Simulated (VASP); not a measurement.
The system is SnO (Romarchite).

```
CELL_PARAMETERS angstrom
3.79860 0.00000 0.00000
0.00000 3.79860 0.00000
0.00000 0.00000 4.84080
ATOMIC_POSITIONS crystal
Sn 0.50000 0.00000 0.23690
Sn 0.00000 0.50000 0.76310
O 0.00000 0.00000 0.00000
O 0.50000 0.50000 0.00000
```

| Property | Result |
| --- | --- |
| Program | VASP 6.6.1 |
| Task | relaxation of the atoms |
| Functional | PBE |
| Potentials or basis | VASP PAW PBE potentials, release 64 (Sn_d, O) |
| Cutoff | 520 eV |
| k mesh | 5 × 5 × 4 |
| Occupations | fermi-dirac, width 0.02 eV |
| Spin | no spin polarisation |

At the start: pressure 5.1 GPa; volume 17.46 Å³/atom.

**Question.** How do energy, volume and symmetry change on relaxing?

**Answer.** Over 3 steps the energy falls by 4.3 meV/atom; space group P4/nmm (No. 129, to 0.05 Å).

Step by step:
```
step  energy change (eV)  largest force (eV/Å)  pressure (GPa)
   1              0.0000                0.5802            5.13
   2             -0.0170                0.0286            3.35
   3             -0.0170                0.0027            3.26
```

Final structure:
```
CELL_PARAMETERS angstrom
3.79860 0.00000 0.00000
0.00000 3.79860 0.00000
0.00000 0.00000 4.84080
ATOMIC_POSITIONS crystal
Sn 0.50000 0.00000 0.24299
Sn 0.00000 0.50000 0.75701
O 0.00000 0.00000 0.00000
O 0.50000 0.50000 0.00000
```
